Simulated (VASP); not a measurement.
# Fe4Si: single point with PBE

Crystal: Fe4Si.

```xyz
5
Lattice="4.7637 0.0000 0.0000 -2.3818 4.1255 0.0000 0.0000 0.0000 4.4462" Properties=species:S:1:pos:R:3 pbc="T T T"
Fe    2.3818    0.0000    2.2231
Fe   -1.1909    2.0627    2.2231
Fe    1.1909    2.0627    2.2231
Fe    0.0000    0.0000    0.0000
Si    0.0000    0.0000    2.2231
```

The cell was generated, and may not be a known phase.

- Program: VASP 6.6.1
- Task: single point
- Functional: PBE
- Potentials or basis: VASP PAW PBE potentials, release 64 (Fe, Si)
- Cutoff: 520 eV
- k mesh: 6 × 6 × 4
- Occupations: gaussian, width 0.1 eV
- Spin: collinear spin, ferromagnetic start
- Starting moments: [4.0, 4.0, 4.0, 4.0, 0.0] μB
- Dipole correction: no
- Further INCAR settings: ALGO = Normal; EDIFF = 1e-07; NBANDS = 30

| Quantity | Value |
| --- | --- |
| Pressure | -0.2 GPa |
| Net moment | 10.15 μB per cell |
| Site moments | Fe +2.46, +2.87 (each value once); Si -0.10 μB |
| Valence electrons inside the program's atomic spheres | Fe 7.17, 6.88 (each value once); Si 1.78 |

Stress tensor (GPa, compression positive):
```
-0.21  0.00  0.00
 0.00 -0.21  0.00
 0.00  0.00 -0.05
```

Levels at points of the mesh, in eV from the Fermi level:
Spin up:
```tsv
k point	band 21	band 22	band 23	band 24	band 25	band 26
(0.00, 0.00, 0.00)	-1.22	-1.00	-1.00	0.38	2.25	2.72
(0.50, 0.00, 0.00)	-1.21	-1.07	0.53	0.83	1.20	3.43
(0.00, 0.00, 0.50)	-1.02	0.04	0.04	0.38	2.74	2.74
(0.50, 0.00, 0.50)	-1.15	-1.07	-0.33	0.20	0.52	1.96
```
Spin down:
```tsv
k point	band 11	band 12	band 13	band 14	band 15	band 16
(0.00, 0.00, 0.00)	-1.33	-0.55	-0.06	-0.06	0.88	0.88
(0.50, 0.00, 0.00)	-0.78	-0.52	-0.37	-0.14	0.26	0.46
(0.00, 0.00, 0.50)	-1.16	-0.12	0.17	0.17	0.90	0.90
(0.50, 0.00, 0.50)	-0.56	-0.55	-0.04	0.02	0.42	0.50
```

It took 2.1 min on 1 thread of Intel(R) Xeon(R) Platinum 8259CL CPU @ 2.50GHz (Skylake/Cascade Lake) (shared host), peak memory 0.28 GiB.
